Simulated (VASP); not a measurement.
# BaNb (L10 type) (P4/mmm) in VASP: single point with r2SCAN

Aim: the single point of BaNb (L10 type) with r2SCAN.

Everything below comes from runs of VASP 6.6.1. Logs are shortened: lines on timing, memory, paths and dates and some standing lists are left out, and cuts for length are marked.

## Step 1: The cell of the first run

The structure is tetragonal, space group P4/mmm (No. 123). Conventional cell: a = 3.068 Å, b = 3.068 Å, c = 5.798 Å, α = 90.00°, β = 90.00°, γ = 90.00°. Within 4.0 Å of Ba (site symmetry 4/mmm) lie 4 Ba at 3.07 Å and 8 Nb at 3.62 Å. Nb (site symmetry 4/mmm) has 4 Nb at 3.07 Å and 8 Ba at 3.62 Å within 4.0 Å.

## Step 2: Single point, r2SCAN

File POSCAR:

```
BaNb
1.0
    3.0684281362      0.0000000000      0.0000000000
    0.0000000000      3.0684281362      0.0000000000
    0.0000000000      0.0000000000      5.7975120620
Ba Nb
1 1
Direct
    0.0000000000      0.0000000000      0.0000000000
    0.5000000000      0.5000000000      0.5000000000
```

File INCAR.step1:

```
PREC     = Accurate       # precision mode
ENCUT    = 520            # plane-wave cutoff, eV
ISMEAR   = -1             # smearing method
SIGMA    = 0.05           # smearing width, eV
LREAL    = False          # projectors in reciprocal space
LASPH    = True           # aspherical terms in the spheres
NELM     = 100            # most SCF steps
NBANDS   = 18             # bands
GGA      = PE             # functional
ALGO     = Normal         # electronic algorithm
EDIFF    = 1E-4           # SCF threshold, eV
LWAVE    = True           # write WAVECAR
LCHARG   = False          # write CHGCAR
```

File INCAR.step2:

```
PREC     = Accurate       # precision mode
ENCUT    = 520            # plane-wave cutoff, eV
EDIFF    = 1E-7           # SCF threshold, eV
ISMEAR   = -1             # smearing method
SIGMA    = 0.05           # smearing width, eV
LREAL    = False          # projectors in reciprocal space
LASPH    = True           # aspherical terms in the spheres
NELM     = 100            # most SCF steps
ALGO     = Normal         # electronic algorithm
ISIF     = 2              # what is computed and relaxed
LWAVE    = False          # write WAVECAR
LCHARG   = False          # write CHGCAR
METAGGA  = R2SCAN         # meta-GGA
LMIXTAU  = True         
NBANDS   = 18             # bands
ISTART   = 1
```

File KPOINTS:

```
regular mesh
0
Gamma
  9 9 7
```

Potentials or basis: VASP PAW PBE potentials, release 64 (Ba_sv, Nb_sv).

Command:

```
$ cat potpaw_PBE.64/Ba_sv/POTCAR potpaw_PBE.64/Nb_sv/POTCAR > POTCAR
$ cp INCAR.step1 INCAR
$ mpirun -np 1 vasp_std > vasp.out
$ cp INCAR.step2 INCAR
$ mpirun -np 1 vasp_std > vasp.out
```

OUTCAR:

```text
PREC = Accurate
   ENCUT = 520
   EDIFF = 1E-7
   ISMEAR = -1
   LREAL = False
   LASPH = True
   NELM = 100
   ISIF = 2
   METAGGA = R2SCAN
   ISTART = 1

 ion  position               nearest neighbor table
   1  0.000  0.000  0.000-   2 3.62   2 3.62   2 3.62   2 3.62   2 3.62   2 3.62   2 3.62   2 3.62

   2  0.500  0.500  0.500-   1 3.62   1 3.62   1 3.62   1 3.62   1 3.62   1 3.62   1 3.62   1 3.62

  LATTYP: Found a simple tetragonal cell.
 ALAT       =     3.0684281362
 C/A-ratio  =     1.8894078025

  Lattice vectors:

 A1 = (   3.0684281362,   0.0000000000,   0.0000000000)
 A2 = (   0.0000000000,   3.0684281362,   0.0000000000)
 A3 = (   0.0000000000,   0.0000000000,   5.7975120620)

Analysis of symmetry for initial positions (statically):
=====================================================================
 Subroutine PRICEL returns:
 Original cell was already a primitive cell.

 Routine SETGRP: Setting up the symmetry group for a
 simple tetragonal supercell.

 Subroutine GETGRP returns: Found 16 space group operations
 (whereof 16 operations were pure point group operations)
 out of a pool of 16 trial point group operations.

The static configuration has the point symmetry D_4h.

Analysis of symmetry for dynamics (positions and initial velocities):
=====================================================================
 Subroutine PRICEL returns:
 Original cell was already a primitive cell.

 Routine SETGRP: Setting up the symmetry group for a
 simple tetragonal supercell.

 Subroutine GETGRP returns: Found 16 space group operations
 (whereof 16 operations were pure point group operations)
 out of a pool of 16 trial point group operations.

The dynamic configuration has the point symmetry D_4h.

 Subroutine INISYM returns: Found 16 space group operations
 (whereof 16 operations are pure point group operations),
 and found     1 'primitive' translations

----------------------------------------------------------------------------------------

                                     Primitive cell

  volume of cell :      54.5850

  direct lattice vectors                    reciprocal lattice vectors
     3.068428136  0.000000000  0.000000000     0.325899762  0.000000000  0.000000000
     0.000000000  3.068428136  0.000000000     0.000000000  0.325899762  0.000000000
     0.000000000  0.000000000  5.797512062     0.000000000  0.000000000  0.172487783

  length of vectors
     3.068428136  3.068428136  5.797512062     0.325899762  0.325899762  0.172487783

  position of ions in fractional coordinates (direct lattice)
     0.000000000  0.000000000  0.000000000
     0.500000000  0.500000000  0.500000000

  ion indices of the primitive-cell ions
   primitive index   ion index
                 1           1
                 2           2

----------------------------------------------------------------------------------------

 KPOINTS: regular mesh

Automatic generation of k-mesh.
 Grid dimensions read from file:
 generate k-points for:    9    9    7

 Generating k-lattice:

  Cartesian coordinates                     Fractional coordinates (reciprocal lattice)
     0.036211085  0.000000000  0.000000000     0.111111111  0.000000000  0.000000000
     0.000000000  0.036211085  0.000000000     0.000000000  0.111111111  0.000000000
     0.000000000  0.000000000  0.024641112     0.000000000  0.000000000  0.142857143

  Length of vectors
     0.036211085  0.036211085  0.024641112

  Shift w.r.t. Gamma in fractional coordinates (k-lattice)
     0.000000000  0.000000000  0.000000000

 Subroutine IBZKPT returns following result:
 ===========================================

 Found     60 irreducible k-points:

 Following reciprocal coordinates:
            Coordinates               Weight
  0.000000  0.000000  0.000000      1.000000
  0.111111  0.000000  0.000000      4.000000
  0.222222  0.000000  0.000000      4.000000
  0.333333  0.000000  0.000000      4.000000
  0.444444  0.000000  0.000000      4.000000
  0.111111  0.111111  0.000000      4.000000
[... 16 lines left out ...]
  0.333333  0.111111  0.142857     16.000000
  0.444444  0.111111  0.142857     16.000000
 [... further k-points ...]
   k-points           NKPTS =     60   k-points in BZ     NKDIM =     60   number of bands    NBANDS=     18
   number of dos      NEDOS =    301   number of ions     NIONS =      2
   total plane-waves  NPLWV =  27648
   dimension x,y,z NGX =    24 NGY =   24 NGZ =   48
   dimension x,y,z NGXF=    48 NGYF=   48 NGZF=   96
   ions per type =               1   1
   NGX,Y,Z   is equivalent  to a cutoff of  13.00, 13.00, 13.76 a.u.
   NGXF,Y,Z  is equivalent  to a cutoff of  26.01, 26.01, 27.53 a.u.
 SYSTEM =  unknown system
   PREC   = accura    normal or accurate (medium, high low for compatibility)
   ISTART =      1    job   : 0-new  1-cont  2-samecut
   ICHARG =      0    charge: 1-file 2-atom 10-const
   ISPIN  =      1    spin polarized calculation?
   LNONCOLLINEAR =      F non collinear calculations
   LSORBIT =      F    spin-orbit coupling
   LASPH  =      T    aspherical Exc in radial PAW
   ENCUT  =  520.0 eV  38.22 Ry    6.18 a.u.   5.71  5.71 10.78*2*pi/ulx,y,z
   NELM   =    100;   NELMIN=  2; NELMDL=  0     # of ELM steps
   EDIFF  = 0.1E-06   stopping-criterion for ELM
   LREAL  =      F    real-space projection
   EDIFFG = 0.1E-05   stopping-criterion for IOM
   NSW    =      0    number of steps for IOM
   IBRION =     -1    ionic relax: 0-MD 1-quasi-New 2-CG
   NFREE  =      0    steps in history (QN), initial steepest desc. (CG)
   ISIF   =      2    stress and relaxation
   ISYM   =      2    0-nonsym 1-usesym 2-fastsym
   POTIM  = 0.5000    time-step for ionic-motion
   TEBEG  =    0.0;   TEEND  =   0.0 temperature during run
   PSTRESS=    0.0 pullay stress
   NELECT =      23.0000    total number of electrons
   NUPDOWN=      -1.0000    fix difference up-down
   EMIN   =  10.00;   EMAX   =-10.00  energy-range for DOS
   EFERMI =   0.00;   METHOD = LEGACY
   ISMEAR =    -1;   SIGMA  =   0.05  broadening in eV -4-tet -1-fermi 0-gaus
   EFERMI_NEDOS =   21; number of points for ismear=-14 and -15
   IALGO  =     38    algorithm
   IMIX   =      4    mixing-type and parameters
     AMIX     =   0.40;   BMIX     =  1.00
     AMIX_MAG =   1.60;   BMIX_MAG =  1.00
  volume/ion in A,a.u.               =      27.29       184.18
  Fermi-wavevector in a.u.,A,eV,Ry     =   1.227325  2.319308 20.494819  1.506327
  Thomas-Fermi vector in A             =   2.362293
   LORBIT       =      0    0 simple, 1 ext, 2 COOP (PROOUT), +10 PAW based schemes
   METAGGA = R2SCAN    functional components
   LHFCALC =     F    Hartree Fock is set to
   AEXX    =    0.0000 exact exchange contribution
   IVDW    =     0    specifies the selected vdW correction
   LEPSILON=     F    determine dielectric tensor
   LRPA    =     F    only Hartree local field effects (RPA)
 non-spin polarized calculation
  energy-cutoff  :      520.00
  volume of cell :       54.59
 maximum number of plane-waves:      1486
 NGX is ok and might be reduce to    24
   NGX = 11   NGY = 11   NGZ = 21

 number of electron      22.9999997 magnetization

 Free energy of the ion-electron system (eV)
  ---------------------------------------------------
  ext. energy  EPLUGINS =         0.00000000
  ---------------------------------------------------
  free energy    TOTEN  =       -48.67101267 eV

  energy without entropy =      -48.65505689  energy(sigma->0) =      -48.66303478

 E-fermi :   6.1167     XC(G=0): -11.3069

 val. band max:        6.1055181176   @ k =   0.3333   0.0000   0.1429
 cond. band min:       6.1178966783   @ k =   0.2222   0.1111   0.2857
 fundamental gap:      0.0123785608
 Fermi energy:         6.1167295664

 k-point     1 :       0.0000    0.0000    0.0000
  band No.  band energies     occupation
      1     -50.4892      2.00000
      2     -25.8359      2.00000
      3     -25.5453      2.00000
      4     -25.5453      2.00000
      5     -23.5457      2.00000
      6      -8.1526      2.00000
[... 10 lines left out ...]
     17       9.8113      0.00000
     18      14.3189      0.00000

 k-point     2 :       0.1111    0.0000    0.0000
  band No.  band energies     occupation
      1     -50.4834      2.00000
      2     -25.8288      2.00000
      3     -25.6086      2.00000
      4     -25.5402      2.00000
      5     -23.4628      2.00000
      6      -8.0748      2.00000
[... 10 lines left out ...]
     17       9.5258      0.00000
     18      13.9944      0.00000

 k-point     3 :       0.2222    0.0000    0.0000
  band No.  band energies     occupation
      1     -50.4684      2.00000
      2     -25.8107      2.00000
      3     -25.7662      2.00000
      4     -25.5272      2.00000
      5     -23.2429      2.00000
      6      -8.0913      2.00000
[... 10 lines left out ...]
     17      10.3652      0.00000
     18      13.7690      0.00000

 k-point     4 :       0.3333    0.0000    0.0000
  band No.  band energies     occupation
      1     -50.4513      2.00000
      2     -25.9411      2.00000
      3     -25.7902      2.00000
      4     -25.5124      2.00000
      5     -22.9725      2.00000
      6      -9.4300      2.00000
[... 10 lines left out ...]
     17      12.1338      0.00000
     18      12.2019      0.00000

 k-point     5 :       0.4444    0.0000    0.0000
  band No.  band energies     occupation
      1     -50.4401      2.00000
      2     -26.0530      2.00000
      3     -25.7767      2.00000
      4     -25.5027      2.00000
      5     -22.7817      2.00000
      6     -10.2127      2.00000
[... 10 lines left out ...]
     17      11.3551      0.00000
     18      12.3471      0.00000

 k-point     6 :       0.1111    0.1111    0.0000
  band No.  band energies     occupation
      1     -50.4775      2.00000
      2     -25.8218      2.00000
      3     -25.6061      2.00000
      4     -25.6002      2.00000
      5     -23.3803      2.00000
      6      -7.9968      2.00000
[... 307 lines left out ...]
 k-point    21 :       0.1111    0.1111    0.1429
  band No.  band energies     occupation
      1     -50.4775      2.00000
      2     -25.8236      2.00000
      3     -25.6059      2.00000
      4     -25.6002      2.00000
      5     -23.3773      2.00000
      6      -8.0163      2.00000
[... 10 lines left out ...]
     17       9.2651      0.00000
     18      12.9256      0.00000

 k-point    22 :       0.2222    0.1111    0.1429
  band No.  band energies     occupation
      1     -50.4626      2.00000
      2     -25.8051      2.00000
      3     -25.7598      2.00000
      4     -25.5891      2.00000
      5     -23.1597      2.00000
      6      -8.0145      2.00000
[... 10 lines left out ...]
     17      10.3213      0.00000
     18      12.6750      0.00000

 k-point    23 :       0.3333    0.1111    0.1429
  band No.  band energies     occupation
      1     -50.4455      2.00000
      2     -25.9336      2.00000
      3     -25.7841      2.00000
      4     -25.5733      2.00000
      5     -22.8917      2.00000
      6      -9.3444      2.00000
[... 10 lines left out ...]
     17      10.6860      0.00000
     18      12.7254      0.00000

 k-point    24 :       0.4444    0.1111    0.1429
  band No.  band energies     occupation
      1     -50.4344      2.00000
      2     -26.0449      2.00000
      3     -25.7703      2.00000
      4     -25.5630      2.00000
      5     -22.7027      2.00000
      6     -10.1232      2.00000
[... 10 lines left out ...]
     17      10.2176      0.00000
     18      12.6114      0.00000

 [... further k-points ...]

------------------------ aborting loop because EDIFF is reached ----------------------------------------

  FORCE on cell =-STRESS in cart. coord.  units (eV):
  Direction    XX          YY          ZZ          XY          YZ          ZX
  --------------------------------------------------------------------------------------
  -------------------------------------------------------------------------------------
  Total        0.7260301      0.7260301      0.4079375      0.0000000      0.0000000      0.0000000
  in kB       21.3104024     21.3104024     11.9737624      0.0000000      0.0000000      0.0000000
  external PRESSURE =      18.1981891 kB  Pullay stress =       0.0000000 kB

 VOLUME and BASIS-vectors are now :
 -----------------------------------------------------------------------------
  energy-cutoff  :      520.00
  volume of cell :       54.59
      direct lattice vectors                 reciprocal lattice vectors
     3.068428136  0.000000000  0.000000000     0.325899762  0.000000000  0.000000000
     0.000000000  3.068428136  0.000000000     0.000000000  0.325899762  0.000000000
     0.000000000  0.000000000  5.797512062     0.000000000  0.000000000  0.172487783

 POSITION                                       TOTAL-FORCE (eV/Angst)
 -----------------------------------------------------------------------------------
      0.00000      0.00000      0.00000         0.000000      0.000000      0.000000
      1.53421      1.53421      2.89876         0.000000      0.000000      0.000000
 -----------------------------------------------------------------------------------
    total drift:                                0.000000      0.000000     -0.000000

  FREE ENERGIE OF THE ION-ELECTRON SYSTEM (eV)
  ---------------------------------------------------
  free  energy   TOTEN  =       -48.6710126703 eV

  energy  without entropy=      -48.6550568926  energy(sigma->0) =      -48.66303478
```

It took 2.5 min on 1 thread of Intel Xeon Platinum 8259CL at 2.50GHz (Skylake/Cascade Lake), shared host; peak memory 0.21 GiB.

What came out:

```yaml
Free_energy: -48.6710 eV
Pressure: 1.8 GPa
Band_gap_on_the_k_mesh: zero (an odd number of electrons rules out a gap without spin polarisation)
```

Stress tensor (GPa, compression positive):
```
2.13 0.00 0.00
0.00 2.13 0.00
0.00 0.00 1.20
```

Caveat: the PAW data sets were made with another functional, which shifts forces and pressure a little; spin-orbit coupling is left out, which moves the levels of the heavy elements.
